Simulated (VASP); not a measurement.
# SiNi (Pmmn) in VASP: a series of runs, part 2 of 2

VASP 6.6.1. Earlier steps stand in the parts before.

### 4 Single point, LDA, collinear spin, ferromagnetic start

This run uses another cell than the first one, of 11.29 Å³/atom, 0.964 times its volume.

INCAR

```
SYSTEM = SiNi
PREC = Accurate ; ENCUT = 520
EDIFF = 1E-6 ; ISMEAR = -1
SIGMA = 0.05 ; LREAL = .FALSE.
LASPH = .TRUE. ; NELM = 150
ALGO = Normal ; ISIF = 2
LWAVE = .FALSE. ; LCHARG = .FALSE.
ISPIN = 2 ; MAGMOM = 1 1 0 0
LORBIT = 11 ; LMAXMIX = 4
NBANDS = 26
```

KPOINTS

```
regular mesh
0
G
  9 8 6
  0 0 0
```

POSCAR

```
SiNi
1.0
    2.9427706600      0.0000000000      0.0000000000
    0.0000000000      3.2803255400      0.0000000000
    0.0000000000      0.0000000000      4.6774467600
Ni Si
2 2
Direct
    0.5000000000      0.5000000000      0.3424955900
    0.0000000000      0.0000000000      0.6575044100
    0.5000000000      0.5000000000      0.8431431600
    0.0000000000      0.0000000000      0.1568568400
```

Potentials or basis: VASP PAW LDA potentials, release 64 (Ni, Si).

Started as:

```
$ cat potpaw_LDA.64/Ni/POTCAR potpaw_LDA.64/Si/POTCAR > POTCAR
$ mpirun -np 1 vasp_std > vasp.out
```

Wall time 4.5 min (1 thread of Oxide Virtual Turin-like, shared host); peak memory 0.23 GiB.

The run converged. Its results:

```yaml
Free_energy: -27.3080 eV
Pressure: -4.6 GPa
Largest_force: 0.240 eV/Å
Band_gap_on_the_k_mesh: zero (filled and empty bands overlap)
Net_moment: 0.00 μB per cell
Valence_electrons_inside_the_program's_atomic_spheres: Ni 9.61; Si 1.63
```

Forces on the atoms (eV/Å):
```
Ni   0.000  0.000  0.002
Ni   0.000  0.000 -0.002
Si   0.000  0.000 -0.240
Si   0.000  0.000  0.240
```

Stress tensor (GPa, compression positive):
```
-3.49  0.00  0.00
 0.00 -3.93  0.00
 0.00  0.00 -6.39
```

Levels at points of the mesh, in eV from the Fermi level:
Spin up:
| k point | band 11 | band 12 | band 13 | band 14 | band 15 | band 16 | band 17 | band 18 |
| --- | --- | --- | --- | --- | --- | --- | --- | --- |
| (0.00, 0.00, 0.00) | -2.37 | -2.09 | -2.05 | -1.35 | 1.24 | 2.73 | 5.16 | 5.59 |
| (0.00, 0.50, 0.00) | -2.31 | -2.31 | -2.22 | -2.22 | 1.15 | 1.15 | 4.97 | 4.97 |
| (0.00, 0.00, 0.50) | -2.75 | -2.14 | 1.10 | 1.62 | 2.01 | 2.41 | 2.90 | 3.64 |
| (0.00, 0.50, 0.50) | -2.09 | -2.09 | -2.08 | -2.08 | 5.25 | 5.25 | 5.38 | 5.38 |
Spin down:
```
           k point  band 12  band 13  band 14  band 15  band 16  band 17
(0.00, 0.00, 0.00)    -2.09    -2.05    -1.35     1.24     2.73     5.16
(0.00, 0.50, 0.00)    -2.31    -2.22    -2.22     1.15     1.15     4.97
(0.00, 0.00, 0.50)    -2.14     1.10     1.62     2.01     2.41     2.90
(0.00, 0.50, 0.50)    -2.09    -2.08    -2.08     5.25     5.25     5.38
```

### 5 Single point, BLYP, collinear spin, ferromagnetic start

This run uses another cell than the first one, of 11.29 Å³/atom, 0.964 times its volume.

INCAR

```
  PREC = Accurate
  ENCUT = 520
  EDIFF = 1E-7
  ISMEAR = -1
  SIGMA = 0.05
  LREAL = F
  LASPH = T
  NELM = 150
  ALGO = Normal
  ISIF = 2
  LWAVE = F
  LCHARG = T
  ISPIN = 2
  MAGMOM = 1 1 0 0
  LORBIT = 11
  LMAXMIX = 4
  GGA = B5
  ALDAX = 1.0
  AGGAX = 1.0
  AGGAC = 1.0
  ALDAC = 0.0
  LELF = T
  LVHAR = T
  NBANDS = 26
```

KPOINTS

```
regular mesh
0
Gamma
  9 8 6
```

POSCAR is that of step 4.

Potentials or basis: VASP PAW PBE potentials, release 64 (Ni, Si).

Started as:

```
$ cat potpaw_PBE.64/Ni/POTCAR potpaw_PBE.64/Si/POTCAR > POTCAR
$ mpirun -np 1 vasp_std > vasp.out
```

Run time: 6.8 min. Hardware: 1 thread of Oxide Virtual Turin-like, shared host; peak memory 0.25 GiB.

The run converged. Its results:

```
Free energy                                           : -19.2742 eV
Pressure                                              : 16.3 GPa
Largest force                                         : 0.140 eV/Å
Band gap on the k mesh                                : zero (filled and empty bands overlap)
Net moment                                            : 0.00 μB per cell
Valence electrons inside the program's atomic spheres : Ni 9.63; Si 1.64
```

Forces on the atoms (eV/Å):
```
Ni   0.000  0.000 -0.110
Ni   0.000  0.000  0.110
Si   0.000  0.000 -0.140
Si   0.000  0.000  0.140
```

Stress tensor (GPa, compression positive):
```
17.96  0.00  0.00
 0.00 16.96  0.00
 0.00  0.00 13.92
```

Levels at points of the mesh, in eV from the Fermi level:
Spin up:
```csv
k point,band 12,band 13,band 14,band 15,band 16,band 17
"(0.00, 0.00, 0.00)",-2.08,-2.06,-1.36,1.21,2.73,5.11
"(0.00, 0.50, 0.00)",-2.32,-2.28,-2.28,1.15,1.15,4.95
"(0.00, 0.00, 0.50)",-2.13,1.06,1.63,2.09,2.43,2.85
"(0.00, 0.50, 0.50)",-2.14,-2.10,-2.10,5.27,5.27,5.34
```
Spin down:
```csv
k point,band 11,band 12,band 13,band 14,band 15,band 16,band 17,band 18
"(0.00, 0.00, 0.00)",-2.40,-2.08,-2.06,-1.36,1.21,2.73,5.11,5.70
"(0.00, 0.50, 0.00)",-2.32,-2.32,-2.28,-2.28,1.15,1.15,4.95,4.95
"(0.00, 0.00, 0.50)",-2.76,-2.13,1.06,1.63,2.09,2.43,2.85,3.60
"(0.00, 0.50, 0.50)",-2.14,-2.14,-2.10,-2.10,5.27,5.27,5.34,5.34
```

Caveat: the PAW data sets were made with another functional, which shifts forces and pressure a little.

### 6 Single point, LDA, collinear spin, ferromagnetic start

This run uses another cell than the first one, of 11.97 Å³/atom, 1.022 times its volume.

INCAR

```
SYSTEM = SiNi
ALGO     = Normal         ! electronic algorithm
EDIFF    = 1E-6           ! SCF threshold, eV
ENCUT    = 520            ! plane-wave cutoff, eV
ISIF     = 2              ! what is computed and relaxed
ISMEAR   = -1             ! smearing method
ISPIN    = 2              ! spin polarisation
LASPH    = .TRUE.         ! aspherical terms in the spheres
LCHARG   = .FALSE.        ! write CHGCAR
LMAXMIX  = 4              ! l up to which the mixer works
LORBIT   = 11             ! projections on sites
LREAL    = .FALSE.        ! projectors in reciprocal space
LWAVE    = .FALSE.        ! write WAVECAR
MAGMOM   = 1 1 0 0        ! initial moments
NBANDS   = 26             ! bands
NELM     = 150            ! most SCF steps
PREC     = Accurate       ! precision mode
SIGMA    = 0.05           ! smearing width, eV
```

KPOINTS

```
k-points
0
G
  9 8 6
  0 0 0
```

POSCAR

```
SiNi
1.0
    3.0004866984      0.0000000000      0.0000000000
    0.0000000000      3.3446619823      0.0000000000
    0.0000000000      0.0000000000      4.7691846927
Ni Si
2 2
Direct
    0.5000000000      0.5000000000      0.3424955900
    0.0000000000      0.0000000000      0.6575044100
    0.5000000000      0.5000000000      0.8431431600
    0.0000000000      0.0000000000      0.1568568400
```

Potentials or basis: VASP PAW LDA potentials, release 64 (Ni, Si).

Started as:

```
$ cat potpaw_LDA.64/Ni/POTCAR potpaw_LDA.64/Si/POTCAR > POTCAR
$ mpirun -np 1 vasp_std > vasp.out
```

OUTCAR:

```text
SYSTEM = SiNi
   EDIFF = 1E-6
   ENCUT = 520
   ISIF = 2
   ISMEAR = -1
   ISPIN = 2
   LASPH = .TRUE.
   LORBIT = 11
   LREAL = .FALSE.
   NELM = 150
   PREC = Accurate

 ion  position               nearest neighbor table
   1  0.500  0.500  0.342-   3 2.38   3 2.39   4 2.41   4 2.41   4 2.41   4 2.41   2 2.70   2 2.70
                             2 2.70   2 2.70
   2  0.000  0.000  0.658-   4 2.38   4 2.39   3 2.41   3 2.41   3 2.41   3 2.41   1 2.70   1 2.70
                             1 2.70   1 2.70
   3  0.500  0.500  0.843-   1 2.38   1 2.39   2 2.41   2 2.41   2 2.41   2 2.41   4 2.70   4 2.70
                             4 2.70   4 2.70
   4  0.000  0.000  0.157-   2 2.38   2 2.39   1 2.41   1 2.41   1 2.41   1 2.41   3 2.70   3 2.70
                             3 2.70   3 2.70

  LATTYP: Found a simple orthorhombic cell.
 ALAT       =     3.0004866984
 B/A-ratio  =     1.1147064855
[... 1632 lines left out ...]
 -----------------------------------------------------------------------------------
      1.50024      1.67233      1.63342         0.000000      0.000000     -0.157376
      0.00000      0.00000      3.13576         0.000000      0.000000      0.157376
      1.50024      1.67233      4.02111         0.000000      0.000000     -0.333036
      0.00000      0.00000      0.74808         0.000000      0.000000      0.333036
 -----------------------------------------------------------------------------------
    total drift:                                0.000000      0.000000     -0.000000

  FREE ENERGIE OF THE ION-ELECTRON SYSTEM (eV)
  ---------------------------------------------------
  free  energy   TOTEN  =       -27.1445221372 eV

  energy  without entropy=      -27.1352942159  energy(sigma->0) =      -27.13990818

 total charge

# of ion       s       p       d       tot
------------------------------------------
    1        0.464   0.563   8.466   9.493
    2        0.464   0.563   8.466   9.493
    3        0.758   0.837   0.000   1.595
    4        0.758   0.837   0.000   1.595
--------------------------------------------------
tot          2.442   2.800  16.933  22.175

 magnetization (x)

# of ion       s       p       d       tot
------------------------------------------
    1       -0.000   0.000  -0.000  -0.000
    2       -0.000   0.000  -0.000  -0.000
    3        0.000   0.000   0.000   0.000
    4        0.000   0.000   0.000   0.000
--------------------------------------------------
tot          0.000   0.000  -0.000   0.000
```

Run time: 6.6 min. Hardware: 1 thread of Oxide Virtual Turin-like, shared host; peak memory 0.25 GiB.

Results:

```
Free energy                                           : -27.1445 eV
Pressure                                              : -14.3 GPa
Largest force                                         : 0.333 eV/Å
Band gap on the k mesh                                : zero (filled and empty bands overlap)
Net moment                                            : 0.00 μB per cell
Valence electrons inside the program's atomic spheres : Ni 9.49; Si 1.59
```

Forces in eV/Å, atoms in the order of the input:
```
Ni   0.000  0.000 -0.157
Ni   0.000  0.000  0.157
Si   0.000  0.000 -0.333
Si   0.000  0.000  0.333
```

Levels at points of the mesh, in eV from the Fermi level:
Spin up:
| k point | band 10 | band 11 | band 12 | band 13 | band 14 | band 15 | band 16 | band 17 | band 18 | band 19 |
| --- | --- | --- | --- | --- | --- | --- | --- | --- | --- | --- |
| (0.00, 0.00, 0.00) | -2.52 | -2.18 | -1.92 | -1.89 | -1.25 | 1.20 | 2.48 | 4.91 | 5.44 | 6.84 |
| (0.00, 0.50, 0.00) | -2.59 | -2.12 | -2.12 | -2.04 | -2.04 | 1.04 | 1.04 | 4.75 | 4.75 | 7.65 |
| (0.00, 0.00, 0.50) | -2.62 | -2.52 | -1.97 | 1.04 | 1.61 | 1.85 | 2.34 | 2.75 | 3.41 | 4.35 |
| (0.00, 0.50, 0.50) | -2.39 | -1.92 | -1.92 | -1.92 | -1.92 | 5.04 | 5.04 | 5.14 | 5.14 | 6.93 |
Spin down:
| k point | band 11 | band 12 | band 13 | band 14 | band 15 | band 16 | band 17 | band 18 |
| --- | --- | --- | --- | --- | --- | --- | --- | --- |
| (0.00, 0.00, 0.00) | -2.18 | -1.92 | -1.89 | -1.25 | 1.20 | 2.48 | 4.91 | 5.44 |
| (0.00, 0.50, 0.00) | -2.12 | -2.12 | -2.04 | -2.04 | 1.04 | 1.04 | 4.75 | 4.75 |
| (0.00, 0.00, 0.50) | -2.52 | -1.97 | 1.04 | 1.61 | 1.85 | 2.34 | 2.75 | 3.41 |
| (0.00, 0.50, 0.50) | -1.92 | -1.92 | -1.92 | -1.92 | 5.04 | 5.04 | 5.14 | 5.14 |

### 7 Overview

| level | potentials or basis | cell | gap on the mesh (eV) | pressure (GPa) | moment (μB) | largest force (eV/Å) |
| --- | --- | --- | --- | --- | --- | --- |
| PBE | VASP PAW PBE potentials, release 64 (Ni, Si) | a = 2.998, b = 3.319, c = 4.706 Å, 4 atoms | none | 0.1 | 0.00 | 0.01 |
| r2SCAN | VASP PAW PBE potentials, release 64 (Ni, Si) | a = 2.947, b = 3.297, c = 4.662 Å, 4 atoms | none | 0.1 | 0.00 | 0.01 |
| LDA | VASP PAW LDA potentials, release 64 (Ni, Si) | a = 2.943, b = 3.280, c = 4.677 Å, 4 atoms | none | -4.6 | 0.00 | 0.24 |
| BLYP | VASP PAW PBE potentials, release 64 (Ni, Si) | a = 2.943, b = 3.280, c = 4.677 Å, 4 atoms | none | 16.3 | 0.00 | 0.14 |
| LDA | VASP PAW LDA potentials, release 64 (Ni, Si) | a = 3.000, b = 3.345, c = 4.769 Å, 4 atoms | none | -14.3 | 0.00 | 0.33 |

Alike in all rows: task single point; spin collinear, ferromagnetic start; k mesh 9 × 8 × 6; cutoff (eV) 520; smearing fermi-dirac 0.05 eV.

Caveats: the PAW data sets were made with another functional, which shifts forces and pressure a little (some runs).

Total energies depend on the potentials used, so only differences within one code and one set of settings carry meaning.
